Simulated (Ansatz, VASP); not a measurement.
# Al3C2: VASP beside Ansatz

```
Al C
1.0
     3.03102    0.00000    0.00000
    -1.51551    2.62494    0.00000
     0.00000    0.00000   14.68819
Al C
6 4
Direct
  0.33333 0.66667 0.91768
  0.66667 0.33333 0.41768
  0.33333 0.66667 0.58232
  0.66667 0.33333 0.08232
  0.33333 0.66667 0.75000
  0.66667 0.33333 0.25000
  0.33333 0.66667 0.15847
  0.66667 0.33333 0.65847
  0.33333 0.66667 0.34153
  0.66667 0.33333 0.84153
```

Change from the starting cell: species swapped into the B3Ru2 type (P6_3/mmc, No. 194).

Alike in both runs: functional PBE; k mesh 6 × 6 × 2; occupations gaussian, width 0.1 eV; no spin polarisation.

Ansatz relaxed the structure, and its values are those at the end. VASP's run is a single point on that final structure, the one shown.

|  | VASP | Ansatz |
| --- | --- | --- |
| version | VASP 6.6.1 | Ansatz 0.2.0 |
| potentials or method | VASP PAW PBE potentials, release 64 (Al, C), cutoff 520 eV | scalar-relativistic, plane waves, PAW |
| valence electrons in the cell | 34 | 34 |

|  | VASP | Ansatz | Ansatz less VASP |
| --- | --- | --- | --- |
| gap on the k mesh at the Fermi level (eV) | none | none | - |
| pressure (GPa) | 0.1 | 0.1 | +0.03 |
| rms of the force components (eV/Å) | 0.003 | 0.003 | +0.0005 |

A gap of «none» marks a metal or a gap that the smearing closes.

The k mesh is coarse, so the values compare programs but aren't converged.
